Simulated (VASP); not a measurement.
# NaNbI6: single point with r2SCAN+rVV10

The system is NaNbI6.

```xyz
8
Lattice="3.6086 2.0835 6.6207 -3.6086 2.0835 6.6207 0.0000 -4.1669 6.6207" Properties=species:S:1:pos:R:3 pbc="T T T"
Na    0.0000    0.0000    9.9310
Nb    0.0000    0.0000    0.0000
I    -1.2748    2.2861   11.6696
I     2.6172   -0.0390   11.6696
I     1.3424    2.2471    8.1924
I    -2.6172    0.0390    8.1924
I     1.2748   -2.2861    8.1924
I    -1.3424   -2.2471   11.6696
```

```yaml
Program: VASP 6.6.1
Task: single point
Functional: r2SCAN
Dispersion: rVV10
Potentials_or_basis: VASP PAW PBE potentials, release 64 (Na_pv, Nb_sv, I)
Cutoff: 520 eV
k_mesh: 4 × 4 × 4
Occupations: fermi-dirac, width 0.03 eV
Spin: no spin polarisation
```

- Pressure: 0.1 GPa
- Largest force: 0.005 eV/Å
- Band gap on the k mesh: 0.73 eV (least direct gap 0.74 eV)

Forces in eV/Å, atoms in the order of the input:
```
Na   0.000  0.000  0.000
Nb   0.000  0.000  0.000
I    0.003  0.000 -0.004
I   -0.001 -0.002 -0.004
I    0.001 -0.002  0.004
I    0.001  0.002  0.004
I   -0.003  0.000  0.004
I   -0.001  0.002 -0.004
```

Levels at points of the mesh, in eV from the valence-band top:
```csv
k point,band 27,band 28,band 29,band 30,band 31,band 32,band 33,band 34,band 35,band 36
"(0.00, 0.00, 0.00)",-0.59,-0.59,-0.14,-0.14,0.00,0.74,1.06,1.06,3.26,3.26
"(0.50, 0.00, 0.00)",-0.84,-0.67,-0.56,-0.44,-0.26,0.73,0.99,1.44,3.04,3.31
"(0.50, 0.50, 0.00)",-0.91,-0.80,-0.58,-0.39,-0.27,0.85,0.99,1.40,3.02,3.18
"(0.50, 0.50, 0.50)",-1.20,-0.42,-0.42,-0.30,-0.30,1.04,1.08,1.08,3.15,3.15
```

Wall time 29 min on 1 thread of Intel(R) Xeon(R) Platinum 8375C CPU @ 2.90GHz (Ice Lake), with other jobs on the host, peak memory 1.4 GiB.

Caveat: the PAW data sets were made with another functional, which shifts forces and pressure a little; spin-orbit coupling is left out, which moves the levels of the heavy elements. A k mesh can miss the band edges.
